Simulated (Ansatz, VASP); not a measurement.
# One calculation of PtSe, two programs

```
Pt Se
1.0
     3.70187    0.00000    0.00000
    -1.85094    3.20591    0.00000
     0.00000    0.00000    3.61284
Pt Se
1 1
Direct
  0.00000 0.00000 0.00000
  0.66667 0.33333 0.50000
```

Alike in both runs: task relaxation of cell and atoms; functional RPBE; k mesh 8 × 8 × 7; occupations fermi-dirac, width 0.05 eV; no spin polarisation.

|  | VASP | Ansatz |
| --- | --- | --- |
| version | VASP 6.6.1 | Ansatz 0.2.0 |
| potentials or method | VASP PAW PBE potentials, release 64 (Pt, Se) | Ansatz PAW |
| plane-wave cutoff (eV) | 600 | 420 |
| valence electrons in the cell | 16 | 34 |

Ansatz gave:

```
gap on the k mesh at the Fermi level, each at its own relaxed structure (eV) : none
relaxed volume (Å³/atom)                                                     : 19.70
relaxed cell length with the largest relative difference (Å)                 : 3.194
```

Question: Which values does VASP return?

Answer: gap on the k mesh at the Fermi level, each at its own relaxed structure (eV): none; relaxed volume (Å³/atom): 19.69; relaxed cell length with the largest relative difference (Å): 3.189.

VASP's potentials were made for PBE, not for RPBE. A gap of «none» marks a metal or a gap that the smearing closes. VASP's potentials hold 16 valence electrons a cell and Ansatz's 34, so a difference there can come from the potentials and not from the codes.

Spin-orbit coupling is off throughout. Noted on Ansatz's run: the plane-wave basis is chosen anew once the cell has moved, so the energies of steps on either side of that aren't comparable.
